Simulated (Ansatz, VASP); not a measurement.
Ag in VASP and in Ansatz

```
Ag
1.0
     0.00011    2.02656    2.02678
     2.02703    0.00001    2.02689
     2.02695    2.02659    0.00007
Ag
1
Direct
  0.00000 0.00000 0.00000
```

Change from the starting cell: cell sheared at random, sigma 0.06, atoms nudged by 0.01 Å; relaxed back.

Alike in both runs: functional PBEsol; k mesh 14 × 14 × 14; occupations gaussian, width 0.15 eV; no spin polarisation.

Ansatz relaxed the structure, and its values are those at the end. VASP's run is a single point on that final structure, the one shown.

```csv
,VASP,Ansatz
version,VASP 6.6.1,Ansatz 0.2.0
potentials or method,"VASP PAW PBE potentials, release 64 (Ag), cutoff 520 eV","scalar-relativistic, plane waves, PAW"
valence electrons in the cell,11,19
```

Ansatz gave:

```
gap on the k mesh at the Fermi level (eV) : none
pressure (GPa)                            : 0.0
```

What did VASP give for the same quantities?

gap on the k mesh at the Fermi level (eV): none; pressure (GPa): -0.3.

VASP's potentials were made for PBE, not for PBEsol. A gap of «none» marks a metal or a gap that the smearing closes. VASP's potentials hold 11 valence electrons a cell and Ansatz's 19, so a difference there can come from the potentials and not from the codes.
